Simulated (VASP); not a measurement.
# I (Cmcm) in VASP: single point with PBEsol+D3(BJ)

Aim: the single point of I with PBEsol+D3(BJ).

All numbers are computed with VASP 6.6.1; they aren't measurements. Logs are shortened: lines on timing, memory, paths and dates and some standing lists are left out, and cuts for length are marked.

### Step 1. The cell of the first run

The structure is orthorhombic, space group Cmcm (No. 63). Conventional cell: a = 5.025 Å, b = 8.510 Å, c = 8.677 Å, α = 90.00°, β = 90.00°, γ = 90.00°.

### Step 2. Single point, PBEsol+D3(BJ)

Input file INCAR:

```
PREC = Accurate ; ENCUT = 520
EDIFF = 1E-6 ; ISMEAR = 1
SIGMA = 0.1 ; LREAL = False
LASPH = True ; NELM = 80
ALGO = Normal ; ISIF = 2
LWAVE = False ; LCHARG = False
GGA = PS ; IVDW = 12
NBANDS = 14
```

Input file KPOINTS:

```
Automatic mesh
0
Gamma
  4 4 2
```

Input file POSCAR:

```
I
1.0
    2.5126600000     -4.2552300000      0.0000000000
    2.5126600000      4.2552300000      0.0000000000
    0.0000000000      0.0000000000      8.6765900000
I
2
Direct
    0.8402300000      0.1597700000      0.2500000000
    0.1597700000      0.8402300000      0.7500000000
```

Potentials or basis: VASP PAW PBE potentials, release 64 (I).

Launch:

```sh
$ cat potpaw_PBE.64/I/POTCAR > POTCAR
$ mpirun -np 1 vasp_std > vasp.out
```

OUTCAR:

```text
PREC = Accurate
   ENCUT = 520
   EDIFF = 1E-6
   ISMEAR = 1
   LREAL = False
   LASPH = True
   NELM = 80
   ISIF = 2
   GGA = PS
   IVDW = 12
 IVDW          = 12

 ion  position               nearest neighbor table
   1  0.840  0.160  0.250-
   2  0.160  0.840  0.750-

  LATTYP: Found a base centered orthorhombic cell.
 ALAT       =     5.0253200000
 B/A-ratio  =     1.6935160348
 C/A-ratio  =     1.7265746261

  Lattice vectors:

 A1 = (   2.5126600000,  -4.2552300000,   0.0000000000)
 A2 = (   2.5126600000,   4.2552300000,   0.0000000000)
 A3 = (   0.0000000000,   0.0000000000,   8.6765900000)

Analysis of symmetry for initial positions (statically):
=====================================================================
 Subroutine PRICEL returns:
 Original cell was already a primitive cell.

 Routine SETGRP: Setting up the symmetry group for a
 base centered orthorhombic supercell.

 Subroutine GETGRP returns: Found  8 space group operations
 (whereof  4 operations were pure point group operations)
 out of a pool of  8 trial point group operations.

The static configuration has the point symmetry C_2h.
 The point group associated with its full space group is D_2h.

Analysis of symmetry for dynamics (positions and initial velocities):
=====================================================================
 Subroutine PRICEL returns:
 Original cell was already a primitive cell.

 Routine SETGRP: Setting up the symmetry group for a
 base centered orthorhombic supercell.

 Subroutine GETGRP returns: Found  8 space group operations
 (whereof  4 operations were pure point group operations)
 out of a pool of  8 trial point group operations.

The dynamic configuration has the point symmetry C_2h.
 The point group associated with its full space group is D_2h.

 Subroutine INISYM returns: Found  8 space group operations
 (whereof  4 operations are pure point group operations),
 and found     1 'primitive' translations

----------------------------------------------------------------------------------------

                                     Primitive cell

  volume of cell :     185.5393

  direct lattice vectors                    reciprocal lattice vectors
     2.512660000 -4.255230000  0.000000000     0.198992303 -0.117502462  0.000000000
     2.512660000  4.255230000  0.000000000     0.198992303  0.117502462  0.000000000
     0.000000000  0.000000000  8.676590000     0.000000000  0.000000000  0.115252651

  length of vectors
     4.941704425  4.941704425  8.676590000     0.231094710  0.231094710  0.115252651

  position of ions in fractional coordinates (direct lattice)
     0.840230000  0.159770000  0.250000000
     0.159770000  0.840230000  0.750000000

  ion indices of the primitive-cell ions
   primitive index   ion index
                 1           1
                 2           2

----------------------------------------------------------------------------------------

 KPOINTS: Automatic mesh

Automatic generation of k-mesh.
 Grid dimensions read from file:
 generate k-points for:    4    4    2

 Generating k-lattice:

  Cartesian coordinates                     Fractional coordinates (reciprocal lattice)
     0.049748076 -0.029375615  0.000000000     0.250000000  0.000000000  0.000000000
     0.049748076  0.029375615  0.000000000     0.000000000  0.250000000  0.000000000
     0.000000000  0.000000000  0.057626326     0.000000000  0.000000000  0.500000000

  Length of vectors
     0.057773678  0.057773678  0.057626326

  Shift w.r.t. Gamma in fractional coordinates (k-lattice)
     0.000000000  0.000000000  0.000000000

 Subroutine IBZKPT returns following result:
 ===========================================

 Found     14 irreducible k-points:

 Following reciprocal coordinates:
            Coordinates               Weight
  0.000000  0.000000  0.000000      1.000000
  0.250000  0.000000  0.000000      4.000000
  0.500000  0.000000  0.000000      2.000000
  0.250000  0.250000  0.000000      2.000000
  0.500000  0.250000  0.000000      4.000000
 -0.250000  0.250000  0.000000      2.000000
  0.500000  0.500000  0.000000      1.000000
  0.000000  0.000000  0.500000      1.000000
  0.250000  0.000000  0.500000      4.000000
  0.500000  0.000000  0.500000      2.000000
  0.250000  0.250000  0.500000      2.000000
  0.500000  0.250000  0.500000      4.000000
 -0.250000  0.250000  0.500000      2.000000
  0.500000  0.500000  0.500000      1.000000
   k-points           NKPTS =     14   k-points in BZ     NKDIM =     14   number of bands    NBANDS=     14
   number of dos      NEDOS =    301   number of ions     NIONS =      2
   total plane-waves  NPLWV = 112000
   dimension x,y,z NGX =    40 NGY =   40 NGZ =   70
   dimension x,y,z NGXF=    80 NGYF=   80 NGZF=  140
   ions per type =               2
   NGX,Y,Z   is equivalent  to a cutoff of  13.46, 13.46, 13.41 a.u.
   NGXF,Y,Z  is equivalent  to a cutoff of  26.91, 26.91, 26.82 a.u.
 SYSTEM =  unknown system
   PREC   = accura    normal or accurate (medium, high low for compatibility)
   ISTART =      0    job   : 0-new  1-cont  2-samecut
   ICHARG =      2    charge: 1-file 2-atom 10-const
   ISPIN  =      1    spin polarized calculation?
   LNONCOLLINEAR =      F non collinear calculations
   LSORBIT =      F    spin-orbit coupling
   LASPH  =      T    aspherical Exc in radial PAW
   ENCUT  =  520.0 eV  38.22 Ry    6.18 a.u.   9.19  9.19 16.13*2*pi/ulx,y,z
   NELM   =     80;   NELMIN=  2; NELMDL= -5     # of ELM steps
   EDIFF  = 0.1E-05   stopping-criterion for ELM
   LREAL  =      F    real-space projection
[... 7 lines left out ...]
   TEBEG  =    0.0;   TEEND  =   0.0 temperature during run
   PSTRESS=    0.0 pullay stress
   NELECT =      14.0000    total number of electrons
   NUPDOWN=      -1.0000    fix difference up-down
   EMIN   =  10.00;   EMAX   =-10.00  energy-range for DOS
   EFERMI =   0.00;   METHOD = LEGACY
   ISMEAR =     1;   SIGMA  =   0.10  broadening in eV -4-tet -1-fermi 0-gaus
   EFERMI_NEDOS =   21; number of points for ismear=-14 and -15
   IALGO  =     38    algorithm
   IMIX   =      4    mixing-type and parameters
     AMIX     =   0.40;   BMIX     =  1.00
     AMIX_MAG =   1.60;   BMIX_MAG =  1.00
  volume/ion in A,a.u.               =      92.77       626.04
  Fermi-wavevector in a.u.,A,eV,Ry     =   0.691787  1.307287  6.511325  0.478569
  Thomas-Fermi vector in A             =   1.773536
   LORBIT       =      0    0 simple, 1 ext, 2 COOP (PROOUT), +10 PAW based schemes
   GGA     = PS    functional components
   LHFCALC =     F    Hartree Fock is set to
   AEXX    =    0.0000 exact exchange contribution
   IVDW    =    12    specifies the selected vdW correction
   LEPSILON=     F    determine dielectric tensor
   LRPA    =     F    only Hartree local field effects (RPA)
 non-spin polarized calculation
 Methfessel and Paxton  Order N= 1 SIGMA  =   0.10
  energy-cutoff  :      520.00
  volume of cell :      185.54
 maximum number of plane-waves:      5034
 NGX is ok and might be reduce to    40
   NGX = 19   NGY = 19   NGZ = 33

 number of electron      13.9999999 magnetization

 Free energy of the ion-electron system (eV)
  ---------------------------------------------------
  ext. energy  EPLUGINS =         0.00000000
  ---------------------------------------------------
  free energy    TOTEN  =        -0.65508105 eV

  energy without entropy =       -0.64022499  energy(sigma->0) =       -0.65012903

 E-fermi :  -3.1604     XC(G=0):  -5.2806

 val. band max:       -3.1633668962   @ k =  -0.2500   0.2500   0.5000
 cond. band min:      -3.1535994834   @ k =   0.5000   0.0000   0.0000
 fundamental gap:      0.0097674128
 Fermi energy:        -3.1604171970

 k-point     1 :       0.0000    0.0000    0.0000
  band No.  band energies     occupation
      1     -13.8344      2.00000
      2     -13.7792      2.00000
      3      -3.8044      2.00000
      4      -3.1005      0.16116
      5      -3.0986      0.14380
      6      -3.0770      0.00335
      7      -3.0405     -0.07070
      8      -3.0225     -0.06498
      9       2.1220      0.00000
     10       3.5937      0.00000
     11       5.4826      0.00000
     12       5.8382      0.00000
     13       6.1587      0.00000
     14       6.3215      0.00000

 k-point     2 :       0.2500    0.0000    0.0000
  band No.  band energies     occupation
      1     -13.7982      2.00000
      2     -13.7562      2.00000
      3      -3.6614      2.00000
      4      -3.5002      2.00002
      5      -3.4197      2.00151
      6      -3.1974      1.58155
      7      -3.1063      0.21659
      8      -3.0893      0.07277
      9       2.9881      0.00000
     10       4.3593      0.00000
     11       4.7940      0.00000
     12       5.3368      0.00000
     13       5.6608      0.00000
     14       6.1425      0.00000

 k-point     3 :       0.5000    0.0000    0.0000
  band No.  band energies     occupation
      1     -13.7577      2.00000
      2     -13.7364      2.00000
      3      -3.8503      2.00000
      4      -3.7351      2.00000
      5      -3.4583      2.00021
      6      -3.2854      2.07072
      7      -3.1915      1.49879
      8      -3.1536      0.88490
      9       3.8841      0.00000
     10       4.1259      0.00000
     11       4.1945      0.00000
     12       5.3514      0.00000
     13       5.6962      0.00000
     14       6.1448      0.00000
[... 154 lines left out ...]
 k-point    13 :      -0.2500    0.2500    0.5000
  band No.  band energies     occupation
      1     -13.7745      2.00000
      2     -13.7745      2.00000
      3      -3.5800      2.00000
      4      -3.5800      2.00000
      5      -3.2754      2.06902
      6      -3.2754      2.06902
      7      -3.1634      1.04990
      8      -3.1634      1.04990
      9       3.6208      0.00000
     10       3.6208      0.00000
     11       5.1249      0.00000
     12       5.1249      0.00000
     13       5.6970      0.00000
     14       5.6970      0.00000

 k-point    14 :       0.5000    0.5000    0.5000
  band No.  band energies     occupation
      1     -13.7414      2.00000
      2     -13.7414      2.00000
      3      -3.8690      2.00000
      4      -3.8690      2.00000
      5      -3.2522      2.02881
      6      -3.2522      2.02881
      7      -3.2460      2.00610
      8      -3.2460      2.00610
      9       3.7476      0.00000
     10       3.7476      0.00000
     11       4.9002      0.00000
     12       4.9002      0.00000
     13       6.0494      0.00000
     14       6.0494      0.00000

------------------------ aborting loop because EDIFF is reached ----------------------------------------

 Edisp (eV)   -0.25411

 E8    (eV) :    -0.1715

  FORCE on cell =-STRESS in cart. coord.  units (eV):
  Direction    XX          YY          ZZ          XY          YZ          ZX
  --------------------------------------------------------------------------------------
  -------------------------------------------------------------------------------------
  Total      -1.82910    -2.11664    -1.17143     0.00000    -0.00000     0.00000
  in kB     -15.79476   -18.27773   -10.11559     0.00000    -0.00000     0.00000
  external pressure =      -14.73 kB  Pullay stress =        0.00 kB

 VOLUME and BASIS-vectors are now :
 -----------------------------------------------------------------------------
  energy-cutoff  :      520.00
  volume of cell :      185.54
      direct lattice vectors                 reciprocal lattice vectors
     2.512660000 -4.255230000  0.000000000     0.198992303 -0.117502462  0.000000000
     2.512660000  4.255230000  0.000000000     0.198992303  0.117502462  0.000000000
     0.000000000  0.000000000  8.676590000     0.000000000  0.000000000  0.115252651

 POSITION                                       TOTAL-FORCE (eV/Angst)
 -----------------------------------------------------------------------------------
      2.51266     -2.89551      2.16915         0.000000     -0.018796      0.000000
      2.51266      2.89551      6.50744         0.000000      0.018796     -0.000000
 -----------------------------------------------------------------------------------
    total drift:                               -0.000000     -0.000000      0.000000

  FREE ENERGIE OF THE ION-ELECTRON SYSTEM (eV)
  ---------------------------------------------------
  free  energy   TOTEN  =        -0.9091918575 eV

  energy  without entropy=       -0.8943357970  energy(sigma->0) =       -0.90423984
```

Wall time 59 s (1 thread of AMD EPYC 7R13, shared host); peak memory 0.29 GiB.

What came out:

```yaml
Free_energy: -0.9092 eV
Pressure: -1.5 GPa
Largest_force: 0.019 eV/Å
Band_gap_on_the_k_mesh: zero (band 7 reaches -3.04 eV, above the bottom of band 8 at -3.25 eV)
Dispersion_energy_per_atom: -0.127 eV
```

Forces on the atoms (eV/Å):
```
I    0.000 -0.019  0.000
I    0.000  0.019  0.000
```

Stress tensor (GPa, compression positive):
```
-1.58  0.00  0.00
 0.00 -1.83  0.00
 0.00  0.00 -1.01
```

Levels at points of the mesh, in eV from the Fermi level:
```csv
k point,band 6,band 7,band 8,band 9,band 10,band 11
"(0.00, 0.00, 0.00)",0.08,0.12,0.14,5.28,6.75,8.64
"(0.50, 0.00, 0.00)",-0.12,-0.03,0.01,7.04,7.29,7.35
"(0.50, 0.50, 0.00)",-0.16,-0.08,-0.02,7.11,7.23,7.49
"(0.00, 0.00, 0.50)",0.09,0.10,0.10,6.11,6.11,8.50
"(0.50, 0.00, 0.50)",-0.10,-0.06,-0.06,6.94,6.94,8.03
"(0.50, 0.50, 0.50)",-0.09,-0.09,-0.09,6.91,6.91,8.06
```

Caveat: the k points lie up to 0.36 Å⁻¹ apart; three body term missing; the PAW data sets were made with another functional, which shifts forces and pressure a little; spin-orbit coupling is left out, which moves the levels of the heavy elements.
